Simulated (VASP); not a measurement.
# AlN (P6_3mc) in VASP: a series of runs, part 2 of 3

VASP 6.6.1. Earlier steps stand in the parts before.

## (3) Single point, PBE (strain -0.050 along x and y, +0.025 along z)

Input file INCAR:

```
SYSTEM = AlN
  PREC = Accurate
  ENCUT = 520
  EDIFF = 1E-7
  ISMEAR = 0
  SIGMA = 0.05
  LREAL = .FALSE.
  LASPH = .TRUE.
  NELM = 100
  ALGO = Normal
  ISIF = 2
  LWAVE = .FALSE.
  LCHARG = .FALSE.
  GGA = PE
  NBANDS = 16
```

Input file KPOINTS:

```
regular mesh
0
G
  9 9 6
  0 0 0
```

Input file POSCAR:

```
AlN
1.0
    2.9554520440      0.0000000000      0.0000000000
   -1.4777260220      2.5594965498      0.0000000000
    0.0000000000      0.0000000000      5.1024500000
Al N
2 2
Direct
    0.3333333333      0.6666666667      0.0000000000
    0.6666666667      0.3333333333      0.5000000000
    0.3333333333      0.6666666667      0.3850000000
    0.6666666667      0.3333333333      0.8850000000
```

Potentials or basis: VASP PAW PBE potentials, release 64 (Al, N).

Run with:

```sh
cat potpaw_PBE.64/Al/POTCAR potpaw_PBE.64/N/POTCAR > POTCAR
mpirun -np 1 vasp_std > vasp.out
```

OUTCAR:

```text
SYSTEM = AlN
   PREC = Accurate
   ENCUT = 520
   EDIFF = 1E-7
   ISMEAR = 0
   LREAL = .FALSE.
   LASPH = .TRUE.
   NELM = 100
   ISIF = 2
   GGA = PE

 ion  position               nearest neighbor table
   1  0.333  0.667  0.000-   4 1.80   4 1.80   4 1.80   3 1.96   2 3.07   2 3.07   2 3.07   2 3.07
                             2 3.07   2 3.07
   2  0.667  0.333  0.500-   3 1.80   3 1.80   3 1.80   4 1.96   1 3.07   1 3.07   1 3.07   1 3.07
                             1 3.07   1 3.07
   3  0.333  0.667  0.385-   2 1.80   2 1.80   2 1.80   1 1.96
   4  0.667  0.333  0.885-   1 1.80   1 1.80   1 1.80   2 1.96

  LATTYP: Found a hexagonal cell.
 ALAT       =     2.9554520440
 C/A-ratio  =     1.7264533222

  Lattice vectors:

 A1 = (   2.9554520440,   0.0000000000,   0.0000000000)
 A2 = (  -1.4777260220,   2.5594965498,   0.0000000000)
 A3 = (   0.0000000000,   0.0000000000,   5.1024500000)

Analysis of symmetry for initial positions (statically):
=====================================================================
 Subroutine PRICEL returns:
 Original cell was already a primitive cell.

 Routine SETGRP: Setting up the symmetry group for a
 hexagonal supercell.

 Subroutine GETGRP returns: Found 12 space group operations
 (whereof  6 operations were pure point group operations)
 out of a pool of 24 trial point group operations.

The static configuration has the point symmetry C_3v.
 The point group associated with its full space group is C_6v.

Analysis of symmetry for dynamics (positions and initial velocities):
=====================================================================
 Subroutine PRICEL returns:
 Original cell was already a primitive cell.

 Routine SETGRP: Setting up the symmetry group for a
 hexagonal supercell.

 Subroutine GETGRP returns: Found 12 space group operations
 (whereof  6 operations were pure point group operations)
 out of a pool of 24 trial point group operations.

The dynamic configuration has the point symmetry C_3v.
 The point group associated with its full space group is C_6v.

 Subroutine INISYM returns: Found 12 space group operations
 (whereof  6 operations are pure point group operations),
 and found     1 'primitive' translations

----------------------------------------------------------------------------------------

                                     Primitive cell

  volume of cell :      38.5973

  direct lattice vectors                    reciprocal lattice vectors
     2.955452044  0.000000000  0.000000000     0.338357715  0.195350918  0.000000000
    -1.477726022  2.559496550  0.000000000     0.000000000  0.390701836  0.000000000
     0.000000000  0.000000000  5.102450000     0.000000000  0.000000000  0.195984282

  length of vectors
     2.955452044  2.955452044  5.102450000     0.390701836  0.390701836  0.195984282

  position of ions in fractional coordinates (direct lattice)
     0.333333333  0.666666667  0.000000000
     0.666666667  0.333333333  0.500000000
     0.333333333  0.666666667  0.385000000
     0.666666667  0.333333333  0.885000000

  ion indices of the primitive-cell ions
   primitive index   ion index
                 1           1
                 2           2
                 3           3
                 4           4

----------------------------------------------------------------------------------------

[... 23 lines left out ...]

 Following reciprocal coordinates:
            Coordinates               Weight
  0.000000  0.000000  0.000000      1.000000
  0.111111  0.000000  0.000000      6.000000
  0.222222  0.000000  0.000000      6.000000
  0.333333  0.000000  0.000000      6.000000
  0.444444  0.000000  0.000000      6.000000
  0.111111  0.111111  0.000000      6.000000
[... 16 lines left out ...]
  0.333333  0.222222  0.166667     24.000000
  0.333333  0.333333  0.166667      4.000000
 [... further k-points ...]
   k-points           NKPTS =     48   k-points in BZ     NKDIM =     48   number of bands    NBANDS=     16
   number of dos      NEDOS =    301   number of ions     NIONS =      4
   total plane-waves  NPLWV =  23040
   dimension x,y,z NGX =    24 NGY =   24 NGZ =   40
   dimension x,y,z NGXF=    48 NGYF=   48 NGZF=   80
   ions per type =               2   2
   NGX,Y,Z   is equivalent  to a cutoff of  13.50, 13.50, 13.03 a.u.
   NGXF,Y,Z  is equivalent  to a cutoff of  27.00, 27.00, 26.07 a.u.
 SYSTEM =  AlN
   PREC   = accura    normal or accurate (medium, high low for compatibility)
   ISTART =      0    job   : 0-new  1-cont  2-samecut
   ICHARG =      2    charge: 1-file 2-atom 10-const
   ISPIN  =      1    spin polarized calculation?
   LNONCOLLINEAR =      F non collinear calculations
   LSORBIT =      F    spin-orbit coupling
   LASPH  =      T    aspherical Exc in radial PAW
   ENCUT  =  520.0 eV  38.22 Ry    6.18 a.u.   5.50  5.50  9.49*2*pi/ulx,y,z
   NELM   =    100;   NELMIN=  2; NELMDL= -5     # of ELM steps
   EDIFF  = 0.1E-06   stopping-criterion for ELM
   LREAL  =      F    real-space projection
   EDIFFG = 0.1E-05   stopping-criterion for IOM
   NSW    =      0    number of steps for IOM
   IBRION =     -1    ionic relax: 0-MD 1-quasi-New 2-CG
   NFREE  =      0    steps in history (QN), initial steepest desc. (CG)
   ISIF   =      2    stress and relaxation
   ISYM   =      2    0-nonsym 1-usesym 2-fastsym
   POTIM  = 0.5000    time-step for ionic-motion
   TEBEG  =    0.0;   TEEND  =   0.0 temperature during run
   PSTRESS=    0.0 pullay stress
   NELECT =      16.0000    total number of electrons
   NUPDOWN=      -1.0000    fix difference up-down
   EMIN   =  10.00;   EMAX   =-10.00  energy-range for DOS
   EFERMI =   0.00;   METHOD = LEGACY
   ISMEAR =     0;   SIGMA  =   0.05  broadening in eV -4-tet -1-fermi 0-gaus
   EFERMI_NEDOS =   21; number of points for ismear=-14 and -15
   IALGO  =     38    algorithm
   IMIX   =      4    mixing-type and parameters
     AMIX     =   0.40;   BMIX     =  1.00
     AMIX_MAG =   1.60;   BMIX_MAG =  1.00
  volume/ion in A,a.u.               =       9.65        65.12
  Fermi-wavevector in a.u.,A,eV,Ry     =   1.220663  2.306718 20.272925  1.490018
  Thomas-Fermi vector in A             =   2.355872
   LORBIT       =      0    0 simple, 1 ext, 2 COOP (PROOUT), +10 PAW based schemes
   GGA     = PE    functional components
   LHFCALC =     F    Hartree Fock is set to
   AEXX    =    0.0000 exact exchange contribution
   IVDW    =     0    specifies the selected vdW correction
   LEPSILON=     F    determine dielectric tensor
   LRPA    =     F    only Hartree local field effects (RPA)
 non-spin polarized calculation
 Gauss-broadening in eV      SIGMA  =   0.05
  energy-cutoff  :      520.00
  volume of cell :       38.60
 maximum number of plane-waves:      1074
 NGX is ok and might be reduce to    24
   NGX = 11   NGY = 11   NGZ = 19

 number of electron      16.0000004 magnetization

 Free energy of the ion-electron system (eV)
  ---------------------------------------------------
  ext. energy  EPLUGINS =         0.00000000
  ---------------------------------------------------
  free energy    TOTEN  =       -29.24592238 eV

  energy without entropy =      -29.24592238  energy(sigma->0) =      -29.24592238

 E-fermi :   7.0521     XC(G=0): -11.2564

 val. band max:        6.7860868922   @ k =   0.0000   0.0000   0.0000
 cond. band min:      11.6254038987   @ k =   0.0000   0.0000   0.0000
 fundamental gap:      4.8393170066
 Fermi energy:         7.0521386989

 k-point     1 :       0.0000    0.0000    0.0000
  band No.  band energies     occupation
      1      -8.7511      2.00000
      2      -6.7060      2.00000
      3       0.3873      2.00000
      4       6.3156      2.00000
      5       6.3156      2.00000
      6       6.6538      2.00000
[... 433 lines left out ...]
      3       1.9471      2.00000
      4       2.6762      2.00000
      5       2.6762      2.00000
      6       3.7387      2.00000
[... 8 lines left out ...]
     15      20.7098      0.00000
     16      23.5512      0.00000

 [... further k-points ...]
[... 5 lines left out ...]
  --------------------------------------------------------------------------------------
  -------------------------------------------------------------------------------------
  Total        9.4801343      9.4801343     -0.1878107      0.0000000      0.0000000      0.0000000
  in kB      393.5209413    393.5209413     -7.7960320      0.0000000      0.0000000      0.0000000
  external PRESSURE =     259.7486169 kB  Pullay stress =       0.0000000 kB

 VOLUME and BASIS-vectors are now :
 -----------------------------------------------------------------------------
  energy-cutoff  :      520.00
  volume of cell :       38.60
      direct lattice vectors                 reciprocal lattice vectors
     2.955452044  0.000000000  0.000000000     0.338357715  0.195350918  0.000000000
    -1.477726022  2.559496550  0.000000000     0.000000000  0.390701836  0.000000000
     0.000000000  0.000000000  5.102450000     0.000000000  0.000000000  0.195984282

 POSITION                                       TOTAL-FORCE (eV/Angst)
 -----------------------------------------------------------------------------------
     -0.00000      1.70633      0.00000         0.000000     -0.000000      1.161736
      1.47773      0.85317      2.55123        -0.000000     -0.000000      1.161736
     -0.00000      1.70633      1.96444         0.000000     -0.000000     -1.161736
      1.47773      0.85317      4.51567        -0.000000      0.000000     -1.161736
 -----------------------------------------------------------------------------------
    total drift:                               -0.000000      0.000000      0.001418

  FREE ENERGIE OF THE ION-ELECTRON SYSTEM (eV)
  ---------------------------------------------------
  free  energy   TOTEN  =       -29.2459223755 eV

  energy  without entropy=      -29.2459223755  energy(sigma->0) =      -29.24592238
```

OSZICAR:

```text
N       E                     dE             d eps       ncg     rms          rms(c)
DAV:   1     0.426756079004E+02    0.42676E+02   -0.74133E+03  1536   0.902E+02
DAV:   2    -0.311192938783E+02   -0.73795E+02   -0.68083E+02  2128   0.194E+02
DAV:   3    -0.344493139749E+02   -0.33300E+01   -0.33225E+01  1872   0.425E+01
DAV:   4    -0.344680184316E+02   -0.18704E-01   -0.18703E-01  2016   0.357E+00
DAV:   5    -0.344682527230E+02   -0.23429E-03   -0.23429E-03  1880   0.407E-01    0.129E+01
DAV:   6    -0.292651159788E+02    0.52031E+01   -0.11106E+01  1792   0.245E+01    0.450E+00
DAV:   7    -0.292616879801E+02    0.34280E-02   -0.77990E-01  1736   0.624E+00    0.311E+00
DAV:   8    -0.292489102504E+02    0.12778E-01   -0.57787E-02  1888   0.210E+00    0.417E-01
DAV:   9    -0.292454623067E+02    0.34479E-02   -0.10746E-02  1912   0.765E-01    0.227E-01
DAV:  10    -0.292459795828E+02   -0.51728E-03   -0.17647E-03  1768   0.276E-01    0.112E-01
DAV:  11    -0.292459199698E+02    0.59613E-04   -0.22427E-04  1712   0.120E-01    0.156E-02
DAV:  12    -0.292459224400E+02   -0.24702E-05   -0.11046E-05  2008   0.266E-02    0.756E-03
DAV:  13    -0.292459223579E+02    0.82109E-07   -0.18256E-06  1760   0.115E-02    0.130E-03
DAV:  14    -0.292459223755E+02   -0.17600E-07   -0.13332E-07  1680   0.271E-03
   1 F= -.29245922E+02 E0= -.29245922E+02  d E =-.587406E-16
```

Wall time 17 s (1 thread of AMD EPYC 9R45 (Zen 5), shared host); peak memory 0.13 GiB.

Results:

```yaml
Free_energy: -29.2459 eV
Pressure: 26.0 GPa
Largest_force: 1.162 eV/Å
Band_gap_on_the_k_mesh: 4.84 eV, direct
```

Forces on the atoms (eV/Å):
```
Al   0.000  0.000  1.162
Al   0.000  0.000  1.162
N    0.000  0.000 -1.162
N    0.000  0.000 -1.162
```

Stress tensor (GPa, compression positive):
```
39.35  0.00  0.00
 0.00 39.35  0.00
 0.00  0.00 -0.78
```

Caveat: the cell differs from its parent crystal (strain -0.050 along x and y, +0.025 along z); forces of over 1 eV/Å act on the atoms, so gaps and moduli don't describe the material at rest. A k mesh can miss the band edges.

## (4) Single point, PBE (strain -0.025 along x and y, -0.025 along z)

Input file INCAR:

```
PREC = Accurate ; ENCUT = 520
EDIFF = 1E-7 ; ISMEAR = 0
SIGMA = 0.05 ; LREAL = F
LASPH = T ; NELM = 100
ALGO = Normal ; ISIF = 2
LWAVE = F ; LCHARG = T
GGA = PE ; LELF = T
LVHAR = T ; NBANDS = 16
```

Input file KPOINTS:

```
Automatic mesh
0
Gamma
  9 9 6
```

Input file POSCAR:

```
AlN
1.0
    3.0332270978      0.0000000000      0.0000000000
   -1.5166135489      2.6268517221      0.0000000000
    0.0000000000      0.0000000000      4.8535500000
Al N
2 2
Direct
    0.3333333333      0.6666666667      0.0000000000
    0.6666666667      0.3333333333      0.5000000000
    0.3333333333      0.6666666667      0.3850000000
    0.6666666667      0.3333333333      0.8850000000
```

Potentials or basis: VASP PAW PBE potentials, release 64 (Al, N).

Run with:

```sh
cat potpaw_PBE.64/Al/POTCAR potpaw_PBE.64/N/POTCAR > POTCAR
mpirun -np 1 vasp_std > vasp.out
```

OUTCAR:

```text
PREC = Accurate
   ENCUT = 520
   EDIFF = 1E-7
   ISMEAR = 0
   LREAL = F
   LASPH = T
   NELM = 100
   ISIF = 2
   GGA = PE

 ion  position               nearest neighbor table
   1  0.333  0.667  0.000-   4 1.84   4 1.84   4 1.84   3 1.87   2 2.99   2 2.99   2 2.99   2 2.99
                             2 2.99   2 2.99
   2  0.667  0.333  0.500-   3 1.84   3 1.84   3 1.84   4 1.87   1 2.99   1 2.99   1 2.99   1 2.99
                             1 2.99   1 2.99
   3  0.333  0.667  0.385-   2 1.84   2 1.84   2 1.84   1 1.87
   4  0.667  0.333  0.885-   1 1.84   1 1.84   1 1.84   2 1.87

  LATTYP: Found a hexagonal cell.
 ALAT       =     3.0332270978
 C/A-ratio  =     1.6001274694

  Lattice vectors:

 A1 = (   3.0332270978,   0.0000000000,   0.0000000000)
 A2 = (  -1.5166135489,   2.6268517221,   0.0000000000)
 A3 = (   0.0000000000,   0.0000000000,   4.8535500000)

Analysis of symmetry for initial positions (statically):
=====================================================================
 Subroutine PRICEL returns:
 Original cell was already a primitive cell.

[... 172 lines left out ...]
  free energy    TOTEN  =       -29.52937306 eV

  energy without entropy =      -29.52937306  energy(sigma->0) =      -29.52937306

 E-fermi :   7.1816     XC(G=0): -11.2504

 val. band max:        6.9754278692   @ k =   0.0000   0.0000   0.0000
 cond. band min:      11.8260343610   @ k =   0.0000   0.0000   0.0000
 fundamental gap:      4.8506064919
 Fermi energy:         7.1815600350

 k-point     1 :       0.0000    0.0000    0.0000
  band No.  band energies     occupation
      1      -8.7474      2.00000
      2      -6.3517      2.00000
      3       0.5847      2.00000
      4       5.9923      2.00000
      5       5.9923      2.00000
      6       6.6620      2.00000
[... 433 lines left out ...]
      3       1.8637      2.00000
      4       2.5907      2.00000
      5       2.5907      2.00000
      6       4.0124      2.00000
[... 8 lines left out ...]
     15      20.4469      0.00000
     16      23.0959      0.00000

 [... further k-points ...]
[... 5 lines left out ...]
  --------------------------------------------------------------------------------------
  -------------------------------------------------------------------------------------
  Total        5.6865107      5.6865107      4.7013371      0.0000000      0.0000000      0.0000000
  in kB      235.5897825    235.5897825    194.7744466      0.0000000      0.0000000      0.0000000
  external PRESSURE =     221.9846705 kB  Pullay stress =       0.0000000 kB

 VOLUME and BASIS-vectors are now :
 -----------------------------------------------------------------------------
  energy-cutoff  :      520.00
  volume of cell :       38.67
      direct lattice vectors                 reciprocal lattice vectors
     3.033227098  0.000000000  0.000000000     0.329681876  0.190341920  0.000000000
    -1.516613549  2.626851722  0.000000000     0.000000000  0.380683840  0.000000000
     0.000000000  0.000000000  4.853550000     0.000000000  0.000000000  0.206034758

 POSITION                                       TOTAL-FORCE (eV/Angst)
 -----------------------------------------------------------------------------------
     -0.00000      1.75123      0.00000        -0.000000      0.000000      0.185375
      1.51661      0.87562      2.42678        -0.000000     -0.000000      0.185375
     -0.00000      1.75123      1.86862         0.000000     -0.000000     -0.185375
      1.51661      0.87562      4.29539        -0.000000      0.000000     -0.185375
 -----------------------------------------------------------------------------------
    total drift:                               -0.000000      0.000000     -0.000062

  FREE ENERGIE OF THE ION-ELECTRON SYSTEM (eV)
  ---------------------------------------------------
  free  energy   TOTEN  =       -29.5293730592 eV

  energy  without entropy=      -29.5293730592  energy(sigma->0) =      -29.52937306
```

It took 17 s on 1 thread of AMD EPYC 9R45 (Zen 5), shared host; peak memory 0.13 GiB.

What came out:

```
Free energy            : -29.5294 eV
Pressure               : 22.2 GPa
Largest force          : 0.185 eV/Å
Band gap on the k mesh : 4.85 eV, direct
```

Forces in eV/Å, atoms in the order of the input:
```
Al   0.000  0.000  0.185
Al   0.000  0.000  0.185
N    0.000  0.000 -0.185
N    0.000  0.000 -0.185
```

Stress tensor (GPa, compression positive):
```
23.56  0.00  0.00
 0.00 23.56  0.00
 0.00  0.00 19.48
```

Levels at points of the mesh, in eV from the valence-band top:
```csv
k point,band 5,band 6,band 7,band 8,band 9,band 10,band 11,band 12
"(0.00, 0.00, 0.00)",-0.98,-0.31,-0.31,0.00,4.85,7.30,11.24,11.65
"(0.00, 0.00, 0.50)",-0.66,-0.66,-0.66,-0.66,7.12,7.12,10.92,10.92
```

Caveat: the cell differs from its parent crystal (strain -0.025 along x and y, -0.025 along z).

## (5) Single point, PBE (strain -0.050 along x and y, +0.050 along z)

Input file INCAR:

```
ALGO     = Normal         # electronic algorithm
EDIFF    = 1E-6           # SCF threshold, eV
ENCUT    = 520            # plane-wave cutoff, eV
GGA      = PE             # functional
ISIF     = 2              # what is computed and relaxed
ISMEAR   = 0              # smearing method
LASPH    = True           # aspherical terms in the spheres
LCHARG   = False          # write CHGCAR
LREAL    = False          # projectors in reciprocal space
LWAVE    = False          # write WAVECAR
NBANDS   = 16             # bands
NELM     = 80             # most SCF steps
PREC     = Accurate       # precision mode
SIGMA    = 0.05           # smearing width, eV
```

Input file KPOINTS:

```
k-points
0
Gamma
  9 9 6
```

Input file POSCAR:

```
AlN
1.0
    2.9554520440      0.0000000000      0.0000000000
   -1.4777260220      2.5594965498      0.0000000000
    0.0000000000      0.0000000000      5.2269000000
Al N
2 2
Direct
    0.3333333333      0.6666666667      0.0000000000
    0.6666666667      0.3333333333      0.5000000000
    0.3333333333      0.6666666667      0.3850000000
    0.6666666667      0.3333333333      0.8850000000
```

Run with:

```sh
cat potpaw_PBE.64/Al/POTCAR potpaw_PBE.64/N/POTCAR > POTCAR
mpirun -np 1 vasp_std > vasp.out
```

It took 15 s on 1 thread of AMD EPYC 9R45 (Zen 5), shared host; peak memory 0.13 GiB.

It converged, with:

- Free energy: -29.2125 eV
- Pressure: 20.9 GPa
- Largest force: 1.218 eV/Å
- Band gap on the k mesh: 4.43 eV, direct

Forces on the atoms (eV/Å):
```
Al   0.000  0.000  1.218
Al   0.000  0.000  1.218
N    0.000  0.000 -1.218
N    0.000  0.000 -1.218
```

Stress tensor (GPa, compression positive):
```
 36.62   0.00   0.00
  0.00  36.62   0.00
  0.00   0.00 -10.47
```

Levels at points of the mesh, in eV from the valence-band top:
```tsv
k point	band 5	band 6	band 7	band 8	band 9	band 10	band 11	band 12
(0.00, 0.00, 0.00)	-0.41	-0.28	0.00	0.00	4.43	8.32	10.66	12.12
(0.00, 0.00, 0.50)	-0.21	-0.21	-0.21	-0.21	7.35	7.35	10.56	10.56
```

Caveat: the cell differs from its parent crystal (strain -0.050 along x and y, +0.050 along z); forces of over 1 eV/Å act on the atoms, so gaps and moduli don't describe the material at rest.

[end of part 2 of 3]
